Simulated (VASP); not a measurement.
HfN:

```
Hf N
1.0
     0.00000    2.27264    2.27264
     2.27264    0.00000    2.27264
     2.27264    2.27264    0.00000
Hf N
1 1
Direct
  0.50000 0.50000 0.50000
  0.00000 0.00000 0.00000
```

Program: VASP 6.6.1. Alike in all runs: task single point; potentials or basis VASP PAW PBE potentials, release 64 (Hf_pv, N); spin non-collinear, zero start, SOC; cell as given; k mesh 12 × 12 × 12; cutoff (eV) 520; smearing gaussian 0.05 eV.

Q: Order these runs on this cell by their pressure, lowest first.
A. level PBE+D3(BJ)
B. level PBE
C. level PBEsol

A: C (-9.8 GPa), A (-7.2 GPa), B (-1.8 GPa).

Caveats: the cell stands under tension (at least some runs); the PAW data sets were made with another functional, which shifts forces and pressure a little (at least some runs).
